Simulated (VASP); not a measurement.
# BN (I-4m2) in VASP: a series of runs

BN is run at these levels: PBE; tasks: single point.

Everything below comes from runs of VASP 6.6.1. Logs are shortened: lines on timing, memory, paths and dates and some standing lists are left out, and cuts for length are marked.

## Step 1: The cell of the first run

Symmetry: I-4m2, No. 119, tetragonal system. The conventional cell has a = 2.359 Å, b = 2.359 Å, c = 3.626 Å, α = 90.00°, β = 90.00°, γ = 90.00°. Within 2.0 Å of B (site symmetry -4m2) lie 4 N at 1.49 Å. N (site symmetry -4m2) has 4 B at 1.49 Å within 2.0 Å.

## Step 2: Single point, PBE (strain -0.080 along x and y, +0.000 along z)

The input, INCAR:

```
SYSTEM = BN
PREC = Accurate
ENCUT = 520
EDIFF = 1E-6
ISMEAR = 0
SIGMA = 0.05
LREAL = .False.
LASPH = .True.
NELM = 100
ALGO = Normal
ISIF = 2
LWAVE = .False.
LCHARG = .False.
GGA = PE
NBANDS = 11
```

The input, KPOINTS:

```
regular mesh
0
Gamma
  12 12 12
  0 0 0
```

The input, POSCAR:

```
BN
1.0
    0.0000000000      1.6679609200      1.8130010000
    1.6679609200      0.0000000000      1.8130010000
    1.6679609200      1.6679609200      0.0000000000
B N
1 1
Direct
    0.0000000000      0.0000000000      0.0000000000
    0.7500000000      0.7500000000      0.7500000000
```

Potentials or basis: VASP PAW PBE potentials, release 64 (B, N).

Launch:

```console
$ cat potpaw_PBE.64/B/POTCAR potpaw_PBE.64/N/POTCAR > POTCAR
$ mpirun -np 1 vasp_std > vasp.out
```

OUTCAR:

```text
SYSTEM = BN
   PREC = Accurate
   ENCUT = 520
   EDIFF = 1E-6
   ISMEAR = 0
   LREAL = .False.
   LASPH = .True.
   NELM = 100
   ISIF = 2
   GGA = PE

 ion  position               nearest neighbor table
   1  0.000  0.000  0.000-   2 1.49   2 1.49   2 1.49   2 1.49
   2  0.750  0.750  0.750-   1 1.49   1 1.49   1 1.49   1 1.49

  LATTYP: Found a body centered tetragonal cell.
 ALAT       =     2.3588529546
 C/A-ratio  =     1.5371886548

  Lattice vectors:

 A1 = (  -1.6679609200,   0.0000000000,   1.8130010000)
 A2 = (   1.6679609200,   0.0000000000,   1.8130010000)
 A3 = (   0.0000000000,   1.6679609200,  -1.8130010000)

Analysis of symmetry for initial positions (statically):
=====================================================================
 Subroutine PRICEL returns:
 Original cell was already a primitive cell.

 Routine SETGRP: Setting up the symmetry group for a
 body centered tetragonal supercell.

 Subroutine GETGRP returns: Found  8 space group operations
 (whereof  8 operations were pure point group operations)
 out of a pool of 16 trial point group operations.

The static configuration has the point symmetry D_2d.

Analysis of symmetry for dynamics (positions and initial velocities):
=====================================================================
 Subroutine PRICEL returns:
 Original cell was already a primitive cell.

 Routine SETGRP: Setting up the symmetry group for a
 body centered tetragonal supercell.

 Subroutine GETGRP returns: Found  8 space group operations
 (whereof  8 operations were pure point group operations)
 out of a pool of 16 trial point group operations.

The dynamic configuration has the point symmetry D_2d.

 Subroutine INISYM returns: Found  8 space group operations
 (whereof  8 operations are pure point group operations),
 and found     1 'primitive' translations

----------------------------------------------------------------------------------------

                                     Primitive cell

  volume of cell :      10.0879

  direct lattice vectors                    reciprocal lattice vectors
     0.000000000  1.667960920  1.813001000    -0.299767215  0.299767215  0.275785838
     1.667960920  0.000000000  1.813001000     0.299767215 -0.299767215  0.275785838
     1.667960920  1.667960920  0.000000000     0.299767215  0.299767215 -0.275785838

  length of vectors
     2.463547494  2.463547494  2.358852955     0.505745583  0.505745583  0.505745583

  position of ions in fractional coordinates (direct lattice)
     0.000000000  0.000000000  0.000000000
     0.750000000  0.750000000  0.750000000

  ion indices of the primitive-cell ions
   primitive index   ion index
                 1           1
                 2           2

----------------------------------------------------------------------------------------

 KPOINTS: regular mesh

Automatic generation of k-mesh.
 Grid dimensions read from file:
 generate k-points for:   12   12   12

 Generating k-lattice:

  Cartesian coordinates                     Fractional coordinates (reciprocal lattice)
    -0.024980601  0.024980601  0.022982153     0.083333333  0.000000000  0.000000000
     0.024980601 -0.024980601  0.022982153     0.000000000  0.083333333  0.000000000
     0.024980601  0.024980601 -0.022982153     0.000000000  0.000000000  0.083333333

  Length of vectors
     0.042145465  0.042145465  0.042145465

  Shift w.r.t. Gamma in fractional coordinates (k-lattice)
     0.000000000  0.000000000  0.000000000

 Subroutine IBZKPT returns following result:
 ===========================================

 Found    163 irreducible k-points:

 Following reciprocal coordinates:
            Coordinates               Weight
  0.000000  0.000000  0.000000      1.000000
  0.083333 -0.000000  0.000000      8.000000
  0.166667 -0.000000  0.000000      8.000000
  0.250000 -0.000000  0.000000      8.000000
  0.333333 -0.000000  0.000000      8.000000
  0.416667 -0.000000  0.000000      8.000000
[... 16 lines left out ...]
  0.500000  0.166667  0.000000      8.000000
 -0.416667  0.166667  0.000000      8.000000
 [... further k-points ...]
   k-points           NKPTS =    163   k-points in BZ     NKDIM =    163   number of bands    NBANDS=     11
   number of dos      NEDOS =    301   number of ions     NIONS =      2
   total plane-waves  NPLWV =   5832
   dimension x,y,z NGX =    18 NGY =   18 NGZ =   18
   dimension x,y,z NGXF=    36 NGYF=   36 NGZF=   36
   ions per type =               1   1
   NGX,Y,Z   is equivalent  to a cutoff of  12.15, 12.15, 12.69 a.u.
   NGXF,Y,Z  is equivalent  to a cutoff of  24.29, 24.29, 25.37 a.u.
 SYSTEM =  BN
   PREC   = accura    normal or accurate (medium, high low for compatibility)
   ISTART =      0    job   : 0-new  1-cont  2-samecut
   ICHARG =      2    charge: 1-file 2-atom 10-const
   ISPIN  =      1    spin polarized calculation?
   LNONCOLLINEAR =      F non collinear calculations
   LSORBIT =      F    spin-orbit coupling
   LASPH  =      T    aspherical Exc in radial PAW
   ENCUT  =  520.0 eV  38.22 Ry    6.18 a.u.   4.58  4.58  4.39*2*pi/ulx,y,z
   NELM   =    100;   NELMIN=  2; NELMDL= -5     # of ELM steps
   EDIFF  = 0.1E-05   stopping-criterion for ELM
   LREAL  =      F    real-space projection
   EDIFFG = 0.1E-04   stopping-criterion for IOM
   NSW    =      0    number of steps for IOM
   IBRION =     -1    ionic relax: 0-MD 1-quasi-New 2-CG
   NFREE  =      0    steps in history (QN), initial steepest desc. (CG)
   ISIF   =      2    stress and relaxation
   ISYM   =      2    0-nonsym 1-usesym 2-fastsym
   POTIM  = 0.5000    time-step for ionic-motion
   TEBEG  =    0.0;   TEEND  =   0.0 temperature during run
   PSTRESS=    0.0 pullay stress
   NELECT =       8.0000    total number of electrons
   NUPDOWN=      -1.0000    fix difference up-down
   EMIN   =  10.00;   EMAX   =-10.00  energy-range for DOS
   EFERMI =   0.00;   METHOD = LEGACY
   ISMEAR =     0;   SIGMA  =   0.05  broadening in eV -4-tet -1-fermi 0-gaus
   EFERMI_NEDOS =   21; number of points for ismear=-14 and -15
   IALGO  =     38    algorithm
   IMIX   =      4    mixing-type and parameters
     AMIX     =   0.40;   BMIX     =  1.00
     AMIX_MAG =   1.60;   BMIX_MAG =  1.00
  volume/ion in A,a.u.               =       5.04        34.04
  Fermi-wavevector in a.u.,A,eV,Ry     =   1.515322  2.863543 31.241704  2.296200
  Thomas-Fermi vector in A             =   2.624861
   LORBIT       =      0    0 simple, 1 ext, 2 COOP (PROOUT), +10 PAW based schemes
   GGA     = PE    functional components
   LHFCALC =     F    Hartree Fock is set to
   AEXX    =    0.0000 exact exchange contribution
   IVDW    =     0    specifies the selected vdW correction
   LEPSILON=     F    determine dielectric tensor
   LRPA    =     F    only Hartree local field effects (RPA)
 non-spin polarized calculation
 Gauss-broadening in eV      SIGMA  =   0.05
  energy-cutoff  :      520.00
  volume of cell :       10.09
 maximum number of plane-waves:       282
   NGX =  9   NGY =  9   NGZ =  9

 number of electron       7.9999999 magnetization

 Free energy of the ion-electron system (eV)
  ---------------------------------------------------
  ext. energy  EPLUGINS =         0.00000000
  ---------------------------------------------------
  free energy    TOTEN  =       -16.91486594 eV

  energy without entropy =      -16.91486594  energy(sigma->0) =      -16.91486594

 E-fermi :  10.1160     XC(G=0): -13.6260

 val. band max:        9.8387085162   @ k =   0.0000   0.0000   0.0000
 cond. band min:      13.5836069646   @ k =   0.5000   0.0000   0.5000
 fundamental gap:      3.7448984485
 Fermi energy:        10.1159984164

 k-point     1 :       0.0000    0.0000    0.0000
  band No.  band energies     occupation
      1     -12.6520      2.00000
      2       8.7846      2.00000
      3       9.8387      2.00000
      4       9.8387      2.00000
      5      18.9282      0.00000
      6      18.9282      0.00000
      7      19.5502      0.00000
      8      22.4707      0.00000
      9      36.1277      0.00000
     10      36.9769      0.00000
     11      37.4181      0.00000

 k-point     2 :       0.0833   -0.0000    0.0000
  band No.  band energies     occupation
      1     -12.4601      2.00000
      2       8.1977      2.00000
      3       9.1673      2.00000
      4       9.6629      2.00000
      5      19.0523      0.00000
      6      19.2638      0.00000
      7      20.0884      0.00000
      8      22.9536      0.00000
      9      34.2259      0.00000
     10      36.9634      0.00000
     11      38.5621      0.00000

 k-point     3 :       0.1667   -0.0000    0.0000
  band No.  band energies     occupation
      1     -11.8900      2.00000
      2       6.0958      2.00000
      3       8.3257      2.00000
      4       9.2410      2.00000
      5      19.3337      0.00000
      6      20.0764      0.00000
      7      21.0536      0.00000
      8      24.1211      0.00000
      9      33.1320      0.00000
     10      36.1618      0.00000
     11      36.3934      0.00000

 k-point     4 :       0.2500   -0.0000    0.0000
  band No.  band energies     occupation
      1     -10.9613      2.00000
      2       3.3644      2.00000
      3       7.5883      2.00000
      4       8.7645      2.00000
      5      19.5102      0.00000
      6      20.9316      0.00000
      7      21.8916      0.00000
      8      25.2847      0.00000
      9      33.3305      0.00000
     10      35.4730      0.00000
     11      35.7703      0.00000
[... 239 lines left out ...]
 k-point    22 :       0.4167    0.1667    0.0000
  band No.  band energies     occupation
      1      -8.9291      2.00000
      2       0.5388      2.00000
      3       5.1133      2.00000
      4       6.8031      2.00000
      5      19.4037      0.00000
      6      23.2133      0.00000
      7      24.0670      0.00000
      8      25.8393      0.00000
      9      31.5664      0.00000
     10      37.9237      0.00000
     11      40.5299      0.00000

 k-point    23 :       0.5000    0.1667    0.0000
  band No.  band energies     occupation
      1      -7.6667      2.00000
      2      -1.4156      2.00000
      3       4.3838      2.00000
      4       6.9516      2.00000
      5      19.7054      0.00000
      6      23.3658      0.00000
      7      23.8060      0.00000
      8      27.0400      0.00000
      9      32.5968      0.00000
     10      38.3377      0.00000
     11      39.6412      0.00000

 k-point    24 :      -0.4167    0.1667    0.0000
  band No.  band energies     occupation
      1      -7.1911      2.00000
      2      -2.0564      2.00000
      3       3.9713      2.00000
      4       7.3499      2.00000
      5      20.2101      0.00000
      6      23.2697      0.00000
      7      23.2854      0.00000
      8      27.1976      0.00000
      9      33.4747      0.00000
     10      37.0582      0.00000
     11      39.0963      0.00000

 [... further k-points ...]
[... 5 lines left out ...]
  --------------------------------------------------------------------------------------
  -------------------------------------------------------------------------------------
  Total        6.6747185      6.6747185      2.4790013      0.0000000      0.0000000      0.0000000
  in kB     1060.0924845   1060.0924845    393.7200676      0.0000000      0.0000000      0.0000000
  external PRESSURE =     837.9683455 kB  Pullay stress =       0.0000000 kB

 VOLUME and BASIS-vectors are now :
 -----------------------------------------------------------------------------
  energy-cutoff  :      520.00
  volume of cell :       10.09
      direct lattice vectors                 reciprocal lattice vectors
     0.000000000  1.667960920  1.813001000    -0.299767215  0.299767215  0.275785838
     1.667960920  0.000000000  1.813001000     0.299767215 -0.299767215  0.275785838
     1.667960920  1.667960920  0.000000000     0.299767215  0.299767215 -0.275785838

 POSITION                                       TOTAL-FORCE (eV/Angst)
 -----------------------------------------------------------------------------------
      0.00000      0.00000      0.00000        -0.000000     -0.000000     -0.000000
      2.50194      2.50194      2.71950         0.000000      0.000000      0.000000
 -----------------------------------------------------------------------------------
    total drift:                               -0.000000     -0.000000     -0.000000

  FREE ENERGIE OF THE ION-ELECTRON SYSTEM (eV)
  ---------------------------------------------------
  free  energy   TOTEN  =       -16.9148659365 eV

  energy  without entropy=      -16.9148659365  energy(sigma->0) =      -16.91486594
```

Run time: 18 s. Hardware: 1 thread of AMD EPYC 7R43 (Zen 3), shared host; peak memory 0.08 GiB.

What came out:

```yaml
Free_energy: -16.9149 eV
Pressure: 83.8 GPa
Band_gap_on_the_k_mesh: 3.74 eV, indirect (least direct gap 9.09 eV)
```

Caveat: the cell differs from its parent crystal (strain -0.080 along x and y, +0.000 along z). A k mesh can miss the band edges.

## Step 3: Single point, PBE (strain -0.040 along x and y, -0.080 along z)

The input, INCAR:

```
ALGO = Normal
EDIFF = 1E-6
ENCUT = 520
GGA = PE
ISIF = 2
ISMEAR = 0
LASPH = True
LCHARG = False
LREAL = False
LWAVE = False
NBANDS = 11
NELM = 100
PREC = Accurate
SIGMA = 0.05
```

The input, KPOINTS:

```
k-points
0
Gamma
  12 12 12
```

The input, POSCAR:

```
BN
1.0
    0.0000000000      1.7404809600      1.6679609200
    1.7404809600      0.0000000000      1.6679609200
    1.7404809600      1.7404809600      0.0000000000
B N
1 1
Direct
    0.0000000000      0.0000000000      0.0000000000
    0.7500000000      0.7500000000      0.7500000000
```

Potentials or basis: VASP PAW PBE potentials, release 64 (B, N).

Launch:

```console
$ cat potpaw_PBE.64/B/POTCAR potpaw_PBE.64/N/POTCAR > POTCAR
$ mpirun -np 1 vasp_std > vasp.out
```

Run time: 20 s. Hardware: 1 thread of AMD EPYC 7R43 (Zen 3), shared host; peak memory 0.09 GiB.

The run converged. Its results:

* Free energy: -17.0104 eV
* Pressure: 82.8 GPa
* Band gap on the k mesh: 3.76 eV, indirect (least direct gap 9.09 eV)

Stress tensor (GPa, compression positive):
```
 73.47   0.00   0.00
  0.00  73.47   0.00
  0.00   0.00 101.46
```

Levels at points of the mesh, in eV from the valence-band top:
```csv
k point,band 1,band 2,band 3,band 4,band 5,band 6,band 7,band 8
"(0.00, 0.00, 0.00)",-22.41,-0.43,-0.43,0.00,9.09,9.40,9.40,12.71
"(0.50, 0.00, 0.00)",-17.40,-12.50,-2.91,-2.18,10.90,10.97,12.67,16.60
"(0.50, 0.50, 0.00)",-15.41,-9.83,-6.45,-6.45,3.76,9.09,20.21,20.21
"(0.50, 0.00, 0.50)",-16.02,-10.52,-5.79,-5.77,4.63,10.18,19.65,20.41
```

Caveat: the cell differs from its parent crystal (strain -0.040 along x and y, -0.080 along z). A k mesh can miss the band edges.

(Continued in part 2 of 2.)
